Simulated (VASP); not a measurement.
# GaSb (I-4m2) in VASP: further runs

The runs below take GaSb through single point, with PBE.

All numbers are computed with VASP 6.6.1; they aren't measurements. Logs are shortened: lines on timing, memory, paths and dates and some standing lists are left out, and cuts for length are marked.

**1. The cell of the first run**

It takes space group I-4m2 (No. 119, tetragonal). The conventional cell has a = 5.790 Å, b = 5.790 Å, c = 2.783 Å, α = 90.00°, β = 90.00°, γ = 90.00°. Ga (site symmetry -4m2) has 2 Ga at 2.78 Å and 8 Sb at 2.98 to 3.57 Å within 3.7 Å. Within 3.7 Å of Sb (site symmetry -4m2) lie 2 Sb at 2.78 Å and 8 Ga at 2.98 to 3.57 Å.

**2. Single point, PBE**

File INCAR:

```
PREC = Accurate
ENCUT = 520
EDIFF = 1E-6
ISMEAR = 0
SIGMA = 0.15
LREAL = False
LASPH = True
NELM = 100
ALGO = Normal
ISIF = 2
LWAVE = False
LCHARG = False
GGA = PE
NBANDS = 16
```

File KPOINTS:

```
regular mesh
0
Gamma
  16 16 16
```

File POSCAR:

```
GaSb
1.0
   -2.8948000000      2.8948000000      1.3913500000
    2.8948000000     -2.8948000000      1.3913500000
    2.8948000000      2.8948000000     -1.3913500000
Ga Sb
1 1
Direct
    0.2500000000      0.7500000000      0.5000000000
    0.0000000000      0.0000000000      0.0000000000
```

Potentials or basis: VASP PAW PBE potentials, release 64 (Ga_d, Sb).

Started as:

```
cat potpaw_PBE.64/Ga_d/POTCAR potpaw_PBE.64/Sb/POTCAR > POTCAR
mpirun -np 1 vasp_std > vasp.out
```

OUTCAR:

```text
PREC = Accurate
   ENCUT = 520
   EDIFF = 1E-6
   ISMEAR = 0
   LREAL = False
   LASPH = True
   NELM = 100
   ISIF = 2
   GGA = PE

 ion  position               nearest neighbor table
   1  0.250  0.750  0.500-   2 2.98   2 2.98   2 2.98   2 2.98
   2  0.000  0.000  0.000-   1 2.98   1 2.98   1 2.98   1 2.98

  LATTYP: Found a body centered tetragonal cell.
 ALAT       =     5.7896000000
 C/A-ratio  =     0.4806376952

  Lattice vectors:

 A1 = (  -2.8948000000,   2.8948000000,   1.3913500000)
 A2 = (   2.8948000000,  -2.8948000000,   1.3913500000)
 A3 = (   2.8948000000,   2.8948000000,  -1.3913500000)

Analysis of symmetry for initial positions (statically):
=====================================================================
 Subroutine PRICEL returns:
 Original cell was already a primitive cell.

 Routine SETGRP: Setting up the symmetry group for a
 body centered tetragonal supercell.

 Subroutine GETGRP returns: Found  8 space group operations
 (whereof  8 operations were pure point group operations)
 out of a pool of 16 trial point group operations.

The static configuration has the point symmetry D_2d.

Analysis of symmetry for dynamics (positions and initial velocities):
=====================================================================
 Subroutine PRICEL returns:
 Original cell was already a primitive cell.

 Routine SETGRP: Setting up the symmetry group for a
 body centered tetragonal supercell.

 Subroutine GETGRP returns: Found  8 space group operations
 (whereof  8 operations were pure point group operations)
 out of a pool of 16 trial point group operations.

The dynamic configuration has the point symmetry D_2d.

 Subroutine INISYM returns: Found  8 space group operations
 (whereof  8 operations are pure point group operations),
 and found     1 'primitive' translations

----------------------------------------------------------------------------------------

                                     Primitive cell

  volume of cell :      46.6373

  direct lattice vectors                    reciprocal lattice vectors
    -2.894800000  2.894800000  1.391350000     0.000000000  0.172723504  0.359363208
     2.894800000 -2.894800000  1.391350000     0.172723504  0.000000000  0.359363208
     2.894800000  2.894800000 -1.391350000     0.172723504  0.172723504  0.000000000

  length of vectors
     4.323839602  4.323839602  4.323839602     0.398717098  0.398717098  0.244267922

  position of ions in fractional coordinates (direct lattice)
[... 74 lines left out ...]
   LNONCOLLINEAR =      F non collinear calculations
   LSORBIT =      F    spin-orbit coupling
   LASPH  =      T    aspherical Exc in radial PAW
   ENCUT  =  520.0 eV  38.22 Ry    6.18 a.u.   8.04  8.04  8.04*2*pi/ulx,y,z
   NELM   =    100;   NELMIN=  2; NELMDL= -5     # of ELM steps
   EDIFF  = 0.1E-05   stopping-criterion for ELM
   LREAL  =      F    real-space projection
   EDIFFG = 0.1E-04   stopping-criterion for IOM
   NSW    =      0    number of steps for IOM
   IBRION =     -1    ionic relax: 0-MD 1-quasi-New 2-CG
   NFREE  =      0    steps in history (QN), initial steepest desc. (CG)
   ISIF   =      2    stress and relaxation
   ISYM   =      2    0-nonsym 1-usesym 2-fastsym
   POTIM  = 0.5000    time-step for ionic-motion
   TEBEG  =    0.0;   TEEND  =   0.0 temperature during run
   PSTRESS=    0.0 pullay stress
   NELECT =      18.0000    total number of electrons
   NUPDOWN=      -1.0000    fix difference up-down
   EMIN   =  10.00;   EMAX   =-10.00  energy-range for DOS
   EFERMI =   0.00;   METHOD = LEGACY
   ISMEAR =     0;   SIGMA  =   0.15  broadening in eV -4-tet -1-fermi 0-gaus
   EFERMI_NEDOS =   21; number of points for ismear=-14 and -15
   IALGO  =     38    algorithm
   IMIX   =      4    mixing-type and parameters
     AMIX     =   0.40;   BMIX     =  1.00
     AMIX_MAG =   1.60;   BMIX_MAG =  1.00
  volume/ion in A,a.u.               =      23.32       157.36
  Fermi-wavevector in a.u.,A,eV,Ry     =   1.191940  2.252441 19.330091  1.420722
  Thomas-Fermi vector in A             =   2.327990
   LORBIT       =      0    0 simple, 1 ext, 2 COOP (PROOUT), +10 PAW based schemes
   GGA     = PE    functional components
   LHFCALC =     F    Hartree Fock is set to
   AEXX    =    0.0000 exact exchange contribution
   IVDW    =     0    specifies the selected vdW correction
   LEPSILON=     F    determine dielectric tensor
   LRPA    =     F    only Hartree local field effects (RPA)
 non-spin polarized calculation
 Gauss-broadening in eV      SIGMA  =   0.15
  energy-cutoff  :      520.00
  volume of cell :       46.64
 maximum number of plane-waves:      1272
   NGX = 17   NGY = 17   NGZ = 17

 number of electron      18.0000008 magnetization

 Free energy of the ion-electron system (eV)
  ---------------------------------------------------
  ext. energy  EPLUGINS =         0.00000000
  ---------------------------------------------------
  free energy    TOTEN  =        -6.76480087 eV

  energy without entropy =       -6.75437799  energy(sigma->0) =       -6.75958943

 E-fermi :   6.9018     XC(G=0): -10.3767

 val. band max:        6.8757839346   @ k =   0.3750   0.3125   0.1250
 cond. band min:       6.9055370764   @ k =   0.1250   0.1250   0.1250
 fundamental gap:      0.0297531419
 Fermi energy:         6.9017614149

 k-point     1 :       0.0000    0.0000    0.0000
  band No.  band energies     occupation
      1      -8.0950      2.00000
      2      -7.9138      2.00000
      3      -7.9094      2.00000
      4      -7.8068      2.00000
      5      -7.8068      2.00000
      6      -5.4908      2.00000
[... 433 lines left out ...]
      3      -7.9090      2.00000
      4      -7.8068      2.00000
      5      -7.8066      2.00000
      6      -5.4628      2.00000
[... 8 lines left out ...]
     15      16.8595      0.00000
     16      18.1310      0.00000

 [... further k-points ...]
[... 5 lines left out ...]
  --------------------------------------------------------------------------------------
  -------------------------------------------------------------------------------------
  Total       -0.1683414     -0.1683414      4.0916209      0.0000000      0.0000000      0.0000000
  in kB       -5.7831973     -5.7831973    140.5634665      0.0000000      0.0000000      0.0000000
  external PRESSURE =      42.9990239 kB  Pullay stress =       0.0000000 kB

 VOLUME and BASIS-vectors are now :
 -----------------------------------------------------------------------------
  energy-cutoff  :      520.00
  volume of cell :       46.64
      direct lattice vectors                 reciprocal lattice vectors
    -2.894800000  2.894800000  1.391350000     0.000000000  0.172723504  0.359363208
     2.894800000 -2.894800000  1.391350000     0.172723504  0.000000000  0.359363208
     2.894800000  2.894800000 -1.391350000     0.172723504  0.172723504  0.000000000

 POSITION                                       TOTAL-FORCE (eV/Angst)
 -----------------------------------------------------------------------------------
      2.89480      0.00000      0.69568         0.000000     -0.000000      0.000000
      0.00000      0.00000      0.00000        -0.000000      0.000000     -0.000000
 -----------------------------------------------------------------------------------
    total drift:                                0.000000     -0.000000      0.000000

  FREE ENERGIE OF THE ION-ELECTRON SYSTEM (eV)
  ---------------------------------------------------
  free  energy   TOTEN  =        -6.7648008745 eV

  energy  without entropy=       -6.7543779926  energy(sigma->0) =       -6.75958943
```

It took 70 s on 1 thread of Intel Xeon 6975P-C (Granite Rapids), shared host; peak memory 0.39 GiB.

What came out:

```
Free energy            : -6.7648 eV
Pressure               : 4.3 GPa
Band gap on the k mesh : zero (band 9 reaches 7.80 eV, above the bottom of band 10 at 4.39 eV)
```

Caveat: spin-orbit coupling is left out, which moves the levels of the heavy elements.

**3. Single point, PBE**

File INCAR:

```
SYSTEM = GaSb
PREC = Accurate
ENCUT = 520
EDIFF = 1E-7
ISMEAR = 0
SIGMA = 0.15
LREAL = .False.
LASPH = .True.
NELM = 60
ALGO = Normal
ISIF = 2
LWAVE = .False.
LCHARG = .False.
GGA = PE
NBANDS = 16
```

File KPOINTS:

```
Automatic mesh
0
Gamma
  16 16 16
  0 0 0
```

File POSCAR:

```
GaSb
1.0
   -2.8302500000      2.8302500000      1.4546000000
    2.8302500000     -2.8302500000      1.4546000000
    2.8302500000      2.8302500000     -1.4546000000
Ga Sb
1 1
Direct
    0.2500000000      0.7500000000      0.5000000000
    0.0000000000      0.0000000000      0.0000000000
```

Potentials or basis: VASP PAW PBE potentials, release 64 (Ga_d, Sb).

Started as:

```
cat potpaw_PBE.64/Ga_d/POTCAR potpaw_PBE.64/Sb/POTCAR > POTCAR
mpirun -np 1 vasp_std > vasp.out
```

OUTCAR:

```text
SYSTEM = GaSb
   PREC = Accurate
   ENCUT = 520
   EDIFF = 1E-7
   ISMEAR = 0
   LREAL = .False.
   LASPH = .True.
   NELM = 60
   ISIF = 2
   GGA = PE

 ion  position               nearest neighbor table
   1  0.250  0.750  0.500-   2 2.92   2 2.92   2 2.92   2 2.92
   2  0.000  0.000  0.000-   1 2.92   1 2.92   1 2.92   1 2.92

  LATTYP: Found a body centered tetragonal cell.
 ALAT       =     5.6605000000
 C/A-ratio  =     0.5139475311

  Lattice vectors:

 A1 = (  -2.8302500000,   2.8302500000,   1.4546000000)
 A2 = (   2.8302500000,  -2.8302500000,   1.4546000000)
 A3 = (   2.8302500000,   2.8302500000,  -1.4546000000)

Analysis of symmetry for initial positions (statically):
=====================================================================
 Subroutine PRICEL returns:
 Original cell was already a primitive cell.

 Routine SETGRP: Setting up the symmetry group for a
 body centered tetragonal supercell.

 Subroutine GETGRP returns: Found  8 space group operations
 (whereof  8 operations were pure point group operations)
 out of a pool of 16 trial point group operations.

The static configuration has the point symmetry D_2d.

Analysis of symmetry for dynamics (positions and initial velocities):
=====================================================================
 Subroutine PRICEL returns:
 Original cell was already a primitive cell.

 Routine SETGRP: Setting up the symmetry group for a
 body centered tetragonal supercell.

 Subroutine GETGRP returns: Found  8 space group operations
 (whereof  8 operations were pure point group operations)
 out of a pool of 16 trial point group operations.

The dynamic configuration has the point symmetry D_2d.

 Subroutine INISYM returns: Found  8 space group operations
 (whereof  8 operations are pure point group operations),
 and found     1 'primitive' translations

----------------------------------------------------------------------------------------

                                     Primitive cell

  volume of cell :      46.6072

  direct lattice vectors                    reciprocal lattice vectors
    -2.830250000  2.830250000  1.454600000     0.000000000  0.176662839  0.343737110
     2.830250000 -2.830250000  1.454600000     0.176662839  0.000000000  0.343737110
     2.830250000  2.830250000 -1.454600000     0.176662839  0.176662839  0.000000000

  length of vectors
     4.258695961  4.258695961  4.258695961     0.386477631  0.386477631  0.249838983

  position of ions in fractional coordinates (direct lattice)
     0.250000000  0.750000000  0.500000000
     0.000000000  0.000000000  0.000000000

  ion indices of the primitive-cell ions
   primitive index   ion index
                 1           1
                 2           2

----------------------------------------------------------------------------------------

 KPOINTS: Automatic mesh

Automatic generation of k-mesh.
 Grid dimensions read from file:
 generate k-points for:   16   16   16

 Generating k-lattice:

  Cartesian coordinates                     Fractional coordinates (reciprocal lattice)
     0.000000000  0.011041427  0.021483569     0.062500000  0.000000000  0.000000000
     0.011041427  0.000000000  0.021483569     0.000000000  0.062500000  0.000000000
     0.011041427  0.011041427  0.000000000     0.000000000  0.000000000  0.062500000

  Length of vectors
     0.024154852  0.024154852  0.015614936

  Shift w.r.t. Gamma in fractional coordinates (k-lattice)
     0.000000000  0.000000000  0.000000000

 Subroutine IBZKPT returns following result:
 ===========================================

 Found    349 irreducible k-points:

 Following reciprocal coordinates:
            Coordinates               Weight
  0.000000  0.000000  0.000000      1.000000
  0.062500 -0.000000  0.000000      8.000000
  0.125000 -0.000000  0.000000      8.000000
  0.187500  0.000000  0.000000      8.000000
  0.250000 -0.000000  0.000000      8.000000
  0.312500 -0.000000  0.000000      8.000000
[... 16 lines left out ...]
 -0.125000  0.062500 -0.000000     16.000000
 -0.062500  0.062500  0.000000      4.000000
 [... further k-points ...]
   k-points           NKPTS =    349   k-points in BZ     NKDIM =    349   number of bands    NBANDS=     16
   number of dos      NEDOS =    301   number of ions     NIONS =      2
   total plane-waves  NPLWV =  32768
   dimension x,y,z NGX =    32 NGY =   32 NGZ =   32
   dimension x,y,z NGXF=    64 NGYF=   64 NGZF=   64
   ions per type =               1   1
   NGX,Y,Z   is equivalent  to a cutoff of  12.49, 12.49, 12.49 a.u.
   NGXF,Y,Z  is equivalent  to a cutoff of  24.98, 24.98, 24.98 a.u.
 SYSTEM =  GaSb
   PREC   = accura    normal or accurate (medium, high low for compatibility)
   ISTART =      0    job   : 0-new  1-cont  2-samecut
   ICHARG =      2    charge: 1-file 2-atom 10-const
   ISPIN  =      1    spin polarized calculation?
   LNONCOLLINEAR =      F non collinear calculations
   LSORBIT =      F    spin-orbit coupling
   LASPH  =      T    aspherical Exc in radial PAW
   ENCUT  =  520.0 eV  38.22 Ry    6.18 a.u.   7.92  7.92  7.92*2*pi/ulx,y,z
   NELM   =     60;   NELMIN=  2; NELMDL= -5     # of ELM steps
   EDIFF  = 0.1E-06   stopping-criterion for ELM
   LREAL  =      F    real-space projection
   EDIFFG = 0.1E-05   stopping-criterion for IOM
   NSW    =      0    number of steps for IOM
   IBRION =     -1    ionic relax: 0-MD 1-quasi-New 2-CG
   NFREE  =      0    steps in history (QN), initial steepest desc. (CG)
   ISIF   =      2    stress and relaxation
   ISYM   =      2    0-nonsym 1-usesym 2-fastsym
   POTIM  = 0.5000    time-step for ionic-motion
   TEBEG  =    0.0;   TEEND  =   0.0 temperature during run
   PSTRESS=    0.0 pullay stress
   NELECT =      18.0000    total number of electrons
   NUPDOWN=      -1.0000    fix difference up-down
   EMIN   =  10.00;   EMAX   =-10.00  energy-range for DOS
   EFERMI =   0.00;   METHOD = LEGACY
   ISMEAR =     0;   SIGMA  =   0.15  broadening in eV -4-tet -1-fermi 0-gaus
   EFERMI_NEDOS =   21; number of points for ismear=-14 and -15
   IALGO  =     38    algorithm
   IMIX   =      4    mixing-type and parameters
     AMIX     =   0.40;   BMIX     =  1.00
     AMIX_MAG =   1.60;   BMIX_MAG =  1.00
  volume/ion in A,a.u.               =      23.30       157.26
  Fermi-wavevector in a.u.,A,eV,Ry     =   1.192197  2.252925 19.338411  1.421333
  Thomas-Fermi vector in A             =   2.328241
   LORBIT       =      0    0 simple, 1 ext, 2 COOP (PROOUT), +10 PAW based schemes
   GGA     = PE    functional components
   LHFCALC =     F    Hartree Fock is set to
   AEXX    =    0.0000 exact exchange contribution
   IVDW    =     0    specifies the selected vdW correction
   LEPSILON=     F    determine dielectric tensor
   LRPA    =     F    only Hartree local field effects (RPA)
 non-spin polarized calculation
 Gauss-broadening in eV      SIGMA  =   0.15
  energy-cutoff  :      520.00
  volume of cell :       46.61
 maximum number of plane-waves:      1282
   NGX = 15   NGY = 15   NGZ = 15

 number of electron      18.0000002 magnetization

 Free energy of the ion-electron system (eV)
  ---------------------------------------------------
  ext. energy  EPLUGINS =         0.00000000
  ---------------------------------------------------
  free energy    TOTEN  =        -6.91394600 eV

  energy without entropy =       -6.90605602  energy(sigma->0) =       -6.91000101

 E-fermi :   6.9486     XC(G=0): -10.3927

 val. band max:        6.9387985717   @ k =  -0.2500  -0.3125   0.0625
 cond. band min:       6.9561023977   @ k =   0.4375   0.3125   0.0625
 fundamental gap:      0.0173038260
 Fermi energy:         6.9486468937

 k-point     1 :       0.0000    0.0000    0.0000
  band No.  band energies     occupation
      1      -8.0541      2.00000
      2      -7.9150      2.00000
      3      -7.9101      2.00000
      4      -7.8425      2.00000
      5      -7.8425      2.00000
      6      -5.3588      2.00000
[... 8 lines left out ...]
     15      17.1599      0.00000
     16      17.2061      0.00000
[... 419 lines left out ...]
 k-point    24 :      -0.0625    0.0625    0.0000
  band No.  band energies     occupation
      1      -8.0538      2.00000
      2      -7.9157      2.00000
      3      -7.9096      2.00000
      4      -7.8426      2.00000
      5      -7.8423      2.00000
      6      -5.3279      2.00000
[... 8 lines left out ...]
     15      17.2074      0.00000
     16      17.3558      0.00000

 [... further k-points ...]
[... 5 lines left out ...]
  --------------------------------------------------------------------------------------
  -------------------------------------------------------------------------------------
  Total       -0.0174103     -0.0174103      2.3263021      0.0000000      0.0000000      0.0000000
  in kB       -0.5984987     -0.5984987     79.9693418      0.0000000      0.0000000      0.0000000
  external PRESSURE =      26.2574481 kB  Pullay stress =       0.0000000 kB

 VOLUME and BASIS-vectors are now :
 -----------------------------------------------------------------------------
  energy-cutoff  :      520.00
  volume of cell :       46.61
      direct lattice vectors                 reciprocal lattice vectors
    -2.830250000  2.830250000  1.454600000     0.000000000  0.176662839  0.343737110
     2.830250000 -2.830250000  1.454600000     0.176662839  0.000000000  0.343737110
     2.830250000  2.830250000 -1.454600000     0.176662839  0.176662839  0.000000000

 POSITION                                       TOTAL-FORCE (eV/Angst)
 -----------------------------------------------------------------------------------
      2.83025     -0.00000      0.72730         0.000000     -0.000000     -0.000000
      0.00000      0.00000      0.00000        -0.000000      0.000000      0.000000
 -----------------------------------------------------------------------------------
    total drift:                                0.000000     -0.000000      0.000000

  FREE ENERGIE OF THE ION-ELECTRON SYSTEM (eV)
  ---------------------------------------------------
  free  energy   TOTEN  =        -6.9139460028 eV

  energy  without entropy=       -6.9060560206  energy(sigma->0) =       -6.91000101
```

OSZICAR:

```text
N       E                     dE             d eps       ncg     rms          rms(c)
DAV:   1     0.834264778326E+02    0.83426E+02   -0.82426E+03 11208   0.149E+03
DAV:   2    -0.773267042238E+00   -0.84200E+02   -0.81337E+02 13256   0.322E+02
DAV:   3    -0.682275591789E+01   -0.60495E+01   -0.60287E+01 13344   0.635E+01
DAV:   4    -0.692573585067E+01   -0.10298E+00   -0.10295E+00 13976   0.912E+00
DAV:   5    -0.692806607220E+01   -0.23302E-02   -0.23302E-02 13952   0.125E+00    0.257E+00
DAV:   6    -0.691552153289E+01    0.12545E-01   -0.32461E-02 14736   0.298E+00    0.146E+00
DAV:   7    -0.691395713548E+01    0.15644E-02   -0.97341E-03 16952   0.113E+00    0.230E-01
DAV:   8    -0.691393133229E+01    0.25803E-04   -0.11022E-03 14696   0.446E-01    0.462E-02
DAV:   9    -0.691394377321E+01   -0.12441E-04   -0.65409E-05 13312   0.658E-02    0.156E-02
DAV:  10    -0.691394681420E+01   -0.30410E-05   -0.57791E-06 15272   0.156E-02    0.311E-03
DAV:  11    -0.691394625918E+01    0.55502E-06   -0.48795E-07 14216   0.788E-03    0.116E-03
DAV:  12    -0.691394594374E+01    0.31544E-06   -0.56952E-08  9128   0.198E-03    0.883E-04
DAV:  13    -0.691394600282E+01   -0.59084E-07   -0.92365E-09  7016   0.109E-03
   1 F= -.69139460E+01 E0= -.69100010E+01  d E =-.788998E-02
```

Wall time 80 s (1 thread of Intel Xeon 6975P-C (Granite Rapids), shared host); peak memory 0.39 GiB.

What came out:

| Item | Value |
| --- | --- |
| Free energy | -6.9139 eV |
| Pressure | 2.6 GPa |
| Band gap on the k mesh | zero (band 9 reaches 8.40 eV, above the bottom of band 10 at 4.18 eV) |

Caveat: spin-orbit coupling is left out, which moves the levels of the heavy elements.
